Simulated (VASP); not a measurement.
The system is Li2H.

```
Li H
1.0
    -1.69447    1.69447    2.77911
     1.69447   -1.69447    2.77911
     1.69447    1.69447   -2.77911
Li H
2 1
Cartesian
  0.0000 0.0000 3.2960
  0.0000 0.0000 2.2622
  0.0000 0.0000 0.0000
```

- Program: VASP 6.6.1
- Task: relaxation of cell and atoms
- Functional: PBE
- Potentials or basis: VASP PAW PBE potentials, release 64 (Li_sv, H)
- Cutoff: 600 eV
- k mesh: 8 × 8 × 8
- Occupations: gaussian, width 0.1 eV
- Spin: no spin polarisation

At the start: pressure 21.8 GPa; volume 10.64 Å³/atom.

Q: Where does the relaxation end?

A: Over 18 steps the energy falls by 1830.6 meV/atom and the volume is 14.13 Å³/atom (+32.8 %); space group I4/mmm (No. 139, to 0.05 Å).

Step by step:
| step | energy change (eV) | largest force (eV/Å) | pressure (GPa) | volume (Å³) |
| --- | --- | --- | --- | --- |
| 1 | 0.0000 | 20.1121 | 21.79 | 31.92 |
| 2 | -4.2717 | 0.3392 | 5.90 | 37.83 |
| 3 | -4.3303 | 0.4197 | 5.63 | 37.65 |
| 4 | -4.4014 | 0.5060 | 5.31 | 37.44 |
| 5 | -5.2731 | 0.2487 | 2.07 | 34.84 |
| 6 | -5.0494 | 1.4254 | 2.28 | 33.42 |
| 7 | -5.2970 | 0.0666 | 2.00 | 34.56 |
| 8 | -5.3010 | 0.1157 | 1.96 | 34.37 |
| 9 | -5.3014 | 0.0695 | 1.96 | 34.42 |
| 10 | -5.3183 | 0.1422 | 1.53 | 35.03 |
| 11 | -5.3610 | 0.3406 | 0.46 | 36.91 |
| 12 | -5.4033 | 0.6333 | -0.87 | 40.72 |
| 13 | -5.4202 | 0.5988 | -0.88 | 41.18 |
| 14 | -5.4546 | 0.4602 | -0.71 | 42.53 |
| 15 | -5.4232 | 0.0122 | 0.03 | 45.18 |
| 16 | -5.4595 | 0.3821 | -0.59 | 43.21 |
| 17 | -5.4743 | 0.2812 | -0.48 | 42.99 |
| 18 | -5.4917 | 0.0378 | -0.14 | 42.39 |

Final structure:
```
Li H
1.0
    -1.89139    1.89139    2.96229
     1.89139   -1.89139    2.96229
     1.89139    1.89139   -2.96229
Li H
2 1
Direct
  0.71262 0.71262 0.00000
  0.28738 0.28738 0.00000
  0.00000 0.00000 0.00000
```

Caveat: the cutoff is under 1.25 times the usual one of these potentials, so pressure, stress and relaxed cells hold a basis-set (Pulay) error; the volume moved by over 15 % at a fixed basis, so the end points are rough.
